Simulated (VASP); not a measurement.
# GaN (P6_3mc) in VASP: a series of runs

GaN is run at these levels: r2SCAN; tasks: dielectric tensor.

Program: VASP 6.6.1. These are calculated values, not measurements. Logs are shortened: lines on timing, memory, paths and dates and some standing lists are left out, and cuts for length are marked.

### Step 1. The cell of the first run

Symmetry: P6_3mc, No. 186, hexagonal system. Conventional cell: a = 3.183 Å, b = 3.183 Å, c = 4.976 Å, α = 90.00°, β = 90.00°, γ = 120.00°. Within 2.5 Å of Ga (site symmetry 3m) lie 4 N at 1.91 to 1.93 Å. N (site symmetry 3m) has 4 Ga at 1.91 to 1.93 Å within 2.5 Å.

### Step 2. Dielectric tensor, r2SCAN (uniaxial z strain -4.0%)

File INCAR:

```
SYSTEM = GaN
PREC = Accurate
ENCUT = 520
EDIFF = 1E-8
ISMEAR = 0
SIGMA = 0.01
LREAL = .False.
LASPH = .True.
NELM = 80
ALGO = Normal
ISIF = 2
LWAVE = .False.
LCHARG = .False.
METAGGA = R2SCAN
LMIXTAU = .True.
LCALCEPS = .True.
```

File KPOINTS:

```
regular mesh
0
Gamma
  9 9 4
  0 0 0
```

File POSCAR:

```
GaN
1.0
    3.1831493761      0.0000000000      0.0000000000
   -1.5915746880      2.7566882238      0.0000000000
    0.0000000000      0.0000000000      4.9762802201
Ga N
2 2
Direct
    0.3333333333      0.6666666667     -0.0049025701
    0.6666666667      0.3333333333      0.4950974299
    0.3333333333      0.6666666667      0.3799025701
    0.6666666667      0.3333333333      0.8799025701
```

Potentials or basis: VASP PAW PBE potentials, release 64 (Ga_d, N).

On the command line:

```bash
> cat potpaw_PBE.64/Ga_d/POTCAR potpaw_PBE.64/N/POTCAR > POTCAR
> mpirun -np 1 vasp_std > vasp.out
```

OUTCAR:

```text
SYSTEM = GaN
   PREC = Accurate
   ENCUT = 520
   EDIFF = 1E-8
   ISMEAR = 0
   LREAL = .False.
   LASPH = .True.
   NELM = 80
   ISIF = 2
   METAGGA = R2SCAN

 ion  position               nearest neighbor table
   1  0.333  0.667  0.995-   3 1.91   4 1.93   4 1.93   4 1.93
   2  0.667  0.333  0.495-   4 1.91   3 1.93   3 1.93   3 1.93
   3  0.333  0.667  0.380-   1 1.91   2 1.93   2 1.93   2 1.93
   4  0.667  0.333  0.880-   2 1.91   1 1.93   1 1.93   1 1.93

  LATTYP: Found a hexagonal cell.
 ALAT       =     3.1831493761
 C/A-ratio  =     1.5633197290

  Lattice vectors:

 A1 = (   3.1831493761,   0.0000000000,   0.0000000000)
 A2 = (  -1.5915746880,   2.7566882238,   0.0000000000)
 A3 = (   0.0000000000,   0.0000000000,   4.9762802201)

Analysis of symmetry for initial positions (statically):
=====================================================================
 Subroutine PRICEL returns:
 Original cell was already a primitive cell.

 Routine SETGRP: Setting up the symmetry group for a
 hexagonal supercell.

 Subroutine GETGRP returns: Found 12 space group operations
 (whereof  6 operations were pure point group operations)
 out of a pool of 24 trial point group operations.

The static configuration has the point symmetry C_3v.
 The point group associated with its full space group is C_6v.

Analysis of symmetry for dynamics (positions and initial velocities):
=====================================================================
 Subroutine PRICEL returns:
 Original cell was already a primitive cell.

 Routine SETGRP: Setting up the symmetry group for a
 hexagonal supercell.

 Subroutine GETGRP returns: Found 12 space group operations
 (whereof  6 operations were pure point group operations)
 out of a pool of 24 trial point group operations.

The dynamic configuration has the point symmetry C_3v.
 The point group associated with its full space group is C_6v.

 Subroutine INISYM returns: Found 12 space group operations
 (whereof  6 operations are pure point group operations),
 and found     1 'primitive' translations

----------------------------------------------------------------------------------------

                                     Primitive cell

  volume of cell :      43.6666

  direct lattice vectors                    reciprocal lattice vectors
     3.183149376  0.000000000  0.000000000     0.314154280  0.181377058  0.000000000
    -1.591574688  2.756688224  0.000000000     0.000000000  0.362754116  0.000000000
     0.000000000  0.000000000  4.976280220     0.000000000  0.000000000  0.200953314

  length of vectors
     3.183149376  3.183149376  4.976280220     0.362754116  0.362754116  0.200953314

  position of ions in fractional coordinates (direct lattice)
     0.333333333  0.666666667  0.995097430
     0.666666667  0.333333333  0.495097430
     0.333333333  0.666666667  0.379902570
     0.666666667  0.333333333  0.879902570

  ion indices of the primitive-cell ions
   primitive index   ion index
                 1           1
                 2           2
                 3           3
                 4           4

----------------------------------------------------------------------------------------

 KPOINTS: regular mesh

Automatic generation of k-mesh.
 Grid dimensions read from file:
 generate k-points for:    9    9    4

 Generating k-lattice:

  Cartesian coordinates                     Fractional coordinates (reciprocal lattice)
     0.034906031  0.020153006  0.000000000     0.111111111  0.000000000  0.000000000
     0.000000000  0.040306013  0.000000000     0.000000000  0.111111111  0.000000000
     0.000000000  0.000000000  0.050238328     0.000000000  0.000000000  0.250000000

  Length of vectors
     0.040306013  0.040306013  0.050238328
[... 40 lines left out ...]
   dimension x,y,z NGXF=    48 NGYF=   48 NGZF=   80
   ions per type =               2   2
   NGX,Y,Z   is equivalent  to a cutoff of  12.53, 12.53, 13.36 a.u.
   NGXF,Y,Z  is equivalent  to a cutoff of  25.07, 25.07, 26.73 a.u.
 SYSTEM =  GaN
   PREC   = accura    normal or accurate (medium, high low for compatibility)
   ISTART =      0    job   : 0-new  1-cont  2-samecut
   ICHARG =      2    charge: 1-file 2-atom 10-const
   ISPIN  =      1    spin polarized calculation?
   LNONCOLLINEAR =      F non collinear calculations
   LSORBIT =      F    spin-orbit coupling
   LASPH  =      T    aspherical Exc in radial PAW
   ENCUT  =  520.0 eV  38.22 Ry    6.18 a.u.   5.92  5.92  9.25*2*pi/ulx,y,z
   NELM   =     80;   NELMIN=  2; NELMDL= -5     # of ELM steps
   EDIFF  = 0.1E-07   stopping-criterion for ELM
   LREAL  =      F    real-space projection
   EDIFFG = 0.1E-06   stopping-criterion for IOM
   NSW    =      0    number of steps for IOM
   IBRION =     -1    ionic relax: 0-MD 1-quasi-New 2-CG
   NFREE  =      0    steps in history (QN), initial steepest desc. (CG)
   ISIF   =      2    stress and relaxation
   ISYM   =      2    0-nonsym 1-usesym 2-fastsym
   POTIM  = 0.5000    time-step for ionic-motion
   TEBEG  =    0.0;   TEEND  =   0.0 temperature during run
   PSTRESS=    0.0 pullay stress
   NELECT =      36.0000    total number of electrons
   NUPDOWN=      -1.0000    fix difference up-down
   EMIN   =  10.00;   EMAX   =-10.00  energy-range for DOS
   EFERMI =   0.00;   METHOD = LEGACY
   ISMEAR =     0;   SIGMA  =   0.01  broadening in eV -4-tet -1-fermi 0-gaus
   EFERMI_NEDOS =   21; number of points for ismear=-14 and -15
   IALGO  =     38    algorithm
   IMIX   =      4    mixing-type and parameters
     AMIX     =   0.40;   BMIX     =  1.00
     AMIX_MAG =   1.60;   BMIX_MAG =  1.00
  volume/ion in A,a.u.               =      10.92        73.67
  Fermi-wavevector in a.u.,A,eV,Ry     =   1.535062  2.900846 32.060964  2.356414
  Thomas-Fermi vector in A             =   2.641903
   LORBIT       =      0    0 simple, 1 ext, 2 COOP (PROOUT), +10 PAW based schemes
   METAGGA = R2SCAN    functional components
   LHFCALC =     F    Hartree Fock is set to
   AEXX    =    0.0000 exact exchange contribution
   IVDW    =     0    specifies the selected vdW correction
   LEPSILON=     F    determine dielectric tensor
   LRPA    =     F    only Hartree local field effects (RPA)
   LRPA       =     F
 non-spin polarized calculation
 Gauss-broadening in eV      SIGMA  =   0.01
  energy-cutoff  :      520.00
  volume of cell :       43.67
 maximum number of plane-waves:      1194
 NGX is ok and might be reduce to    24
   NGX = 11   NGY = 11   NGZ = 19

 number of electron      35.9999999 magnetization

 Free energy of the ion-electron system (eV)
  ---------------------------------------------------
  ext. energy  EPLUGINS =         0.00000000
  ---------------------------------------------------
  free energy    TOTEN  =       -43.66451227 eV

  energy without entropy =      -43.66451227  energy(sigma->0) =      -43.66451227

 E-fermi :   5.7212     XC(G=0): -12.9052

 val. band max:        5.6769027984   @ k =   0.0000   0.0000   0.0000
 cond. band min:   10000.0000000000   @ k =   0.0000   0.0000   0.0000
 fundamental gap:   9994.3230972016
 Fermi energy:         5.7212172050

 k-point     1 :       0.0000    0.0000    0.0000
  band No.  band energies     occupation
      1     -11.6165      2.00000
      2     -10.4531      2.00000
      3      -8.2893      2.00000
      4      -8.2893      2.00000
      5      -8.2876      2.00000
      6      -8.2080      2.00000
[... 589 lines left out ...]
     21   10000.0000      0.00000
     22   10000.0000      0.00000

 [... further k-points ...]

------------------------ aborting loop because EDIFF is reached ----------------------------------------

            Ionic dipole moment: p[ion]=(     0.00000     0.00000    38.17583 ) |e| Angst

 Total electronic dipole moment: p[elc]=(    -0.00000     0.00000    -4.79706 ) |e| Angst

 MACROSCOPIC STATIC DIELECTRIC TENSOR (including local field effects)
 ------------------------------------------------------
           5.211134     0.000000    -0.000000
           0.000000     5.211134     0.000000
           0.000000     0.000000     5.165352
 ------------------------------------------------------

 PIEZOELECTRIC TENSOR (including local field effects) (e Angst)
          XX          YY          ZZ          XY          YZ          ZX
  --------------------------------------------------------------------------------
  x     0.00000    -0.00000     0.00000     0.00000     0.00000     1.35808
  y     0.00000    -0.00000     0.00000     0.00000     1.35811     0.00000
  z     1.23942     1.23942    -2.43713     0.00000     0.00000     0.00000

 PIEZOELECTRIC TENSOR (including local field effects) (C/m^2)
          XX          YY          ZZ          XY          YZ          ZX
  --------------------------------------------------------------------------------
  x     0.00000    -0.00000     0.00000     0.00000     0.00000     0.49829
  y     0.00000    -0.00000     0.00000     0.00000     0.49830     0.00000
  z     0.45476     0.45476    -0.89421     0.00000     0.00000     0.00000

 BORN EFFECTIVE CHARGES (including local field effects) (in |e|, cummulative output)
 ---------------------------------------------------------------------------------
 ion    1
    1     2.63210     0.00000     0.00000
    2     0.00000     2.63210    -0.00000
    3     0.00000     0.00000     2.74602
 ion    2
    1     2.63210     0.00000     0.00000
    2     0.00000     2.63210     0.00000
    3    -0.00000     0.00000     2.74602
 ion    3
    1    -2.63210    -0.00000     0.00000
    2    -0.00000    -2.63210    -0.00000
    3     0.00000    -0.00000    -2.74602
 ion    4
    1    -2.63210    -0.00000    -0.00000
    2    -0.00000    -2.63210     0.00000
    3    -0.00000     0.00000    -2.74602

  FORCE on cell =-STRESS in cart. coord.  units (eV):
  Direction    XX          YY          ZZ          XY          YZ          ZX
  --------------------------------------------------------------------------------------
  -------------------------------------------------------------------------------------
  Total        1.6292200      1.6292200      4.9031434      0.0000000     -0.0000000      0.0000000
  in kB       59.7779230     59.7779230    179.9018716      0.0000000     -0.0000000      0.0000000
  external PRESSURE =      99.8192392 kB  Pullay stress =       0.0000000 kB

 VOLUME and BASIS-vectors are now :
 -----------------------------------------------------------------------------
  energy-cutoff  :      520.00
  volume of cell :       43.67
      direct lattice vectors                 reciprocal lattice vectors
     3.183149376  0.000000000  0.000000000     0.314154280  0.181377058  0.000000000
    -1.591574688  2.756688224  0.000000000     0.000000000  0.362754116  0.000000000
     0.000000000  0.000000000  4.976280220     0.000000000  0.000000000  0.200953314

 POSITION                                       TOTAL-FORCE (eV/Angst)
 -----------------------------------------------------------------------------------
     -0.00000      1.83779      4.95188         0.000000     -0.000000      0.003524
      1.59157      0.91890      2.46374        -0.000000      0.000000      0.003524
     -0.00000      1.83779      1.89050        -0.000000      0.000000     -0.003524
      1.59157      0.91890      4.37864        -0.000000     -0.000000     -0.003524
 -----------------------------------------------------------------------------------
    total drift:                                0.000002      0.000003      0.067039

  FREE ENERGIE OF THE ION-ELECTRON SYSTEM (eV)
  ---------------------------------------------------
  free  energy   TOTEN  =       -43.6645122715 eV

  energy  without entropy=      -43.6645122715  energy(sigma->0) =      -43.66451227
```

Wall time 64 min (1 thread of Intel Xeon Platinum 8259CL at 2.50GHz (Skylake/Cascade Lake), shared host); peak memory 0.67 GiB.

What came out:

```yaml
Band_gap_on_the_k_mesh: 2.55 eV
Electronic_dielectric_tensor_diagonal: 5.21, 5.21, 5.17
Born_charges_mean_of_the_diagonal: Ga +2.67; N -2.67 e
```

Electronic dielectric tensor:
```
5.21 0.00 0.00
0.00 5.21 0.00
0.00 0.00 5.17
```

Born effective charge tensors (e):
atom 1, Ga
```
2.63 0.00 0.00
0.00 2.63 0.00
0.00 0.00 2.75
```
atom 2, Ga
```
2.63 0.00 0.00
0.00 2.63 0.00
0.00 0.00 2.75
```
atom 3, N
```
-2.63  0.00  0.00
 0.00 -2.63  0.00
 0.00  0.00 -2.75
```
atom 4, N
```
-2.63  0.00  0.00
 0.00 -2.63  0.00
 0.00  0.00 -2.75
```

Dipole moments of the cell (e·Å, modulo the quantum): ionic 0.000, 0.000, 38.176; electronic 0.000, 0.000, -4.797

Caveat: the cell differs from its parent crystal (uniaxial z strain -4.0%); the PAW data sets were made with another functional, which shifts forces and pressure a little.

(Part 1 of 2 ends here.)

The gap in the log of VASP goes by the Fermi energy; the results here count the filled bands.